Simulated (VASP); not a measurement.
# Yb3InC: single point with PBE

Crystal: Yb3InC.

```
Yb In C
1.0
     4.95989    0.00000    0.00000
     0.00000    4.95989    0.00000
     0.00000    0.00000    4.95989
Yb In C
3 1 1
Direct
  0.00000 0.50000 0.50000
  0.50000 0.50000 0.00000
  0.50000 0.00000 0.50000
  0.00000 0.00000 0.00000
  0.50000 0.50000 0.50000
```

```yaml
Program: VASP 6.6.1
Task: single point
Functional: PBE
Potentials_or_basis: VASP PAW PBE potentials, release 64 (Yb, In_d, C)
Cutoff: 520 eV
k_mesh: 5 × 5 × 5
Occupations: fermi-dirac, width 0.05 eV
Spin: collinear spin, ferromagnetic start
Starting_moments: "[1.0, 1.0, 1.0, 0.0, 0.0] μB"
Dipole_correction: no
Further_INCAR_settings: ALGO = Normal; EDIFF = 1e-07; NBANDS = 56
```

```
Pressure                                              : -1.3 GPa
Net moment                                            : 0.00 μB per cell
Valence electrons inside the program's atomic spheres : Yb 22.12; In 11.41; C 2.28
```

Levels at points of the mesh, in eV from the Fermi level:
Spin up:
| k point | band 41 | band 42 | band 43 | band 44 | band 45 | band 46 | band 47 | band 48 |
| --- | --- | --- | --- | --- | --- | --- | --- | --- |
| (0.00, 0.00, 0.00) | 0.08 | 0.08 | 0.14 | 0.14 | 0.14 | 1.09 | 1.09 | 1.09 |
Spin down:
| k point | band 42 | band 43 | band 44 | band 45 | band 46 | band 47 |
| --- | --- | --- | --- | --- | --- | --- |
| (0.00, 0.00, 0.00) | 0.08 | 0.14 | 0.14 | 0.14 | 1.09 | 1.09 |

It took 16 min on 1 thread of Intel(R) Xeon(R) Platinum 8488C (Sapphire Rapids) (shared host), peak memory 0.36 GiB.

Caveat: spin-orbit coupling is left out, which moves the levels of the heavy elements. The state reached can hang on the start; a lower one may exist.
